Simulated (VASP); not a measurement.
SiC (Moissanite 3C), 2 atoms in the cell. Symmetry: F-43m, No. 216, cubic system. Conventional cell: a = 4.358 Å, b = 4.358 Å, c = 4.358 Å, α = 90.00°, β = 90.00°, γ = 90.00°. Within 2.5 Å of Si (site symmetry -43m) lie 4 C at 1.89 Å. C (site symmetry -43m) has 4 Si at 1.89 Å within 2.5 Å. 

```yaml
Program: VASP 6.6.1
Task: single point
Functional: PBE
Potentials_or_basis: VASP PAW PBE potentials, release 64 (Si, C)
Cutoff: 600 eV
k_mesh: 10 × 10 × 10
Occupations: gaussian, width 0.011 eV
Spin: no spin polarisation
Dipole_correction: no
Further_INCAR_settings: ALGO = Normal; EDIFF = 1e-06; NBANDS = 11
```

Potentials or basis: VASP PAW PBE potentials, release 64 (Si, C).

Launch:

```console
$ cat potpaw_PBE.64/Si/POTCAR potpaw_PBE.64/C/POTCAR > POTCAR
$ mpirun -np 1 vasp_std > vasp.out
```

Hardware: 1 thread of Intel(R) Xeon(R) Platinum 8559C (Emerald Rapids), on a shared host.

Question: Estimate the wall time of this run.

Answer: It took 7.7 s on 1 thread of Intel(R) Xeon(R) Platinum 8559C (Emerald Rapids), on a shared host, peak memory 0.15 GiB. Counts: scf iterations 12, k points 47.
